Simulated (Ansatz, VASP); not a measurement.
# CsSnI3 in VASP and in Ansatz

INCAR

```
  ALGO = Normal
  EDIFF = 1E-7
  ENCUT = 520
  GGA = PE
  ISIF = 2
  ISMEAR = -1
  LASPH = T
  LCHARG = T
  LELF = T
  LREAL = F
  LVHAR = T
  LWAVE = F
  NBANDS = 30
  NELM = 80
  PREC = Accurate
  SIGMA = 0.02
```

The input KPOINTS:

```
k-points
0
Gamma
  4 4 4
```

File POSCAR:

```
CsSnI3
1.0
    6.3039056119      0.0000000000      0.0000000000
    0.0000000000      6.3039056119      0.0000000000
    0.0000000000      0.0000000000      6.2272297984
Cs Sn I
1 1 3
Direct
    0.0000000000      0.0000000000      0.0000000000
    0.5000000000      0.5000000000      0.5000000000
    0.5000000000      0.5000000000      0.0000000000
    0.5000000000      0.0000000000      0.5000000000
    0.0000000000      0.5000000000      0.5000000000
```

Input for Ansatz:

```yaml
crystal:
  lattice:
    - [6.3039056119, 0.0, 0.0]
    - [0.0, 6.3039056119, 0.0]
    - [0.0, 0.0, 6.2272297984]
  atoms:
    - { symbol: Cs, position: [0.0, 0.0, 0.0] }
    - { symbol: Sn, position: [0.5, 0.5, 0.5] }
    - { symbol: I, position: [0.5, 0.5, 0.0] }
    - { symbol: I, position: [0.5, 0.0, 0.5] }
    - { symbol: I, position: [0.0, 0.5, 0.5] }
kpoints:
  mp_grid: { grid: [4, 4, 4] }
  band_path:
    path: [[0.0, 0.0, 0.0], [0.0, 0.5, 0.0], [0.5, 0.5, 0.0], [0.5, 0.5, 0.5]]
    npoints: 1
hamiltonian:
  xc: pbe
scf:
  occupations: { method: fermi_dirac, width: 0.02 }
  n_extra_bands: 5
output:
  forces: true
  stress: true
  eigenvalues: true
```

Change from the starting cell: epitaxial_xy strain +1.0%.

Alike in both runs: task single point; functional PBE; k mesh 4 × 4 × 4; occupations fermi-dirac, width 0.02 eV; no spin polarisation.

|  | VASP | Ansatz |
| --- | --- | --- |
| version | VASP 6.6.1 | Ansatz 0.2.0 |
| potentials or method | VASP PAW PBE potentials, release 64 (Cs_sv, Sn_d, I) | plane waves, PAW |
| plane-wave cutoff (eV) | 520 | 420 |
| valence electrons in the cell | 44 | 74 |

|  | VASP | Ansatz | Ansatz less VASP |
| --- | --- | --- | --- |
| pressure (GPa) | 0.2 | 0.2 | 0.00 |
| traceless stress, the component that is largest in VASP (GPa) | 0.27 | 0.27 | 0.000 |

VASP's potentials hold 44 valence electrons a cell and Ansatz's 74, so a difference there can come from the potentials and not from the codes.

Spin-orbit coupling is off throughout.
